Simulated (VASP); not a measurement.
Runs of VASP 6.6.1 on Sb. The structure is that of space group P6_3/mmc (No. 194), or close to it. The cells are those of the table. 

```tsv
task	level	cell	cutoff (eV)	smearing	gap on the mesh (eV)	pressure (GPa)
single point	PBE	a = 3.436, b = 3.436, c = 5.330 Å, angles 90.0, 90.0, 120.0°, 2 atoms	520	fermi-dirac 0.05 eV	none	0.2
single point	PBE	a = 3.391, b = 3.391, c = 5.365 Å, angles 90.0, 90.0, 120.0°, 2 atoms	520	fermi-dirac 0.05 eV	none	1.5
electric field gradients	PBE	a = 3.369, b = 3.369, c = 5.383 Å, angles 90.0, 90.0, 120.0°, 2 atoms	520	fermi-dirac 0.05 eV	none	2.2
electric field gradients	PBE	a = 3.403, b = 3.403, c = 5.223 Å, angles 90.0, 90.0, 120.0°, 2 atoms	520	fermi-dirac 0.05 eV	none	2.9
single point	PBE	a = 3.435, b = 3.435, c = 5.435 Å, angles 90.0, 90.0, 120.0°, 2 atoms	520	fermi-dirac 0.05 eV	none	(a)
single point	PBE	a = 3.369, b = 3.369, c = 5.330 Å, angles 90.0, 90.0, 120.0°, 2 atoms	520	methfessel-paxton 0.2 eV	none	2.9
electric field gradients	r2SCAN	a = 3.369, b = 3.369, c = 5.330 Å, angles 90.0, 90.0, 120.0°, 2 atoms	440	fermi-dirac 0.05 eV	none	2.2
single point	PBE	a = 3.369, b = 3.369, c = 5.330 Å, angles 90.0, 90.0, 120.0°, 2 atoms	520	tetrahedron	none	2.9
```

Alike in all rows: potentials or basis VASP PAW PBE potentials, release 64 (Sb); no spin polarisation; k mesh 12 × 12 × 7.

Fill in the values left out.

(a) -0.9.

Caveats: spin-orbit coupling is left out, which moves the levels of the heavy elements; the PAW data sets were made with another functional, which shifts forces and pressure a little (some runs); tetrahedron occupations give inexact forces and stress in metals (some runs).

A k mesh can miss the band edges, and the runs leave out spin-orbit coupling on Sb.

A gap of «none» marks levels without a gap at the run's occupations.
